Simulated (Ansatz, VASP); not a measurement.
Two plane-wave programs on TiAl32

```xyz
33
Lattice="8.1000 0.0000 0.0000 0.0000 8.1000 0.0000 0.0000 0.0000 8.1000" Properties=species:S:1:pos:R:3 pbc="T T T"
Al    4.0503   -0.0014   -0.1772
Al    6.1562    1.9431    0.0854
Al    5.5266    0.0017    2.0200
Al   -0.0007    0.0018   -0.5331
Al    1.9435    1.9417    0.0869
Al    4.0496    4.0510   -0.0632
Al    6.1595    6.1578    0.0891
Al    2.5769    0.0016    2.0202
Al    4.0504    2.2019    2.0293
Al    5.8985    4.0490    2.0295
Al    4.0504   -0.0022    4.2250
Al    6.1679    1.9312    3.9625
Al    5.8982   -0.0018    6.0800
Al    0.0006    4.0491   -0.1772
Al    1.9402    6.1591    0.0905
Al   -0.0007    2.5709    2.0199
Al    2.2010    4.0490    2.0298
Al    4.0504    5.8994    2.0300
Al   -0.0006    0.0016    4.6181
Al    1.9320    1.9298    3.9612
Al    4.0497    4.0506    4.1144
Al    6.1714    6.1692    3.9593
Al    2.2012   -0.0018    6.0800
Al    4.0497    2.0886    6.0723
Al    6.0112    4.0508    6.0724
Al   -0.0007    5.5205    2.0202
Al    0.0009    4.0489    4.2250
Al    1.9284    6.1706    3.9580
Al    0.0007    2.2022    6.0800
Al    2.0891    4.0508    6.0726
Al    4.0497    6.0107    6.0728
Al    0.0008    5.8992    6.0801
Ti    0.0022   -0.0055    2.0471
```

Alike in both runs: functional r2SCAN; k mesh 2 × 2 × 2; occupations gaussian, width 0.1 eV; no spin polarisation.

Ansatz relaxed the structure, and its values are those at the end. VASP's run is a single point on that final structure, the one shown.

```csv
,VASP,Ansatz
version,VASP 6.6.1,Ansatz 0.2.0
potentials or method,"VASP PAW PBE potentials, release 64 (Al, Ti_sv), cutoff 440 eV","scalar-relativistic, plane waves, PAW"
valence electrons in the cell,108,108
```

Ansatz gave:

```
rms of the force components (eV/Å) : 0.014
```

Question: What did VASP give for the same quantities?

Answer: rms of the force components (eV/Å): 0.017.

VASP's potentials were made for PBE, not for r2SCAN.

The k mesh is coarse, so the values compare programs but aren't converged.
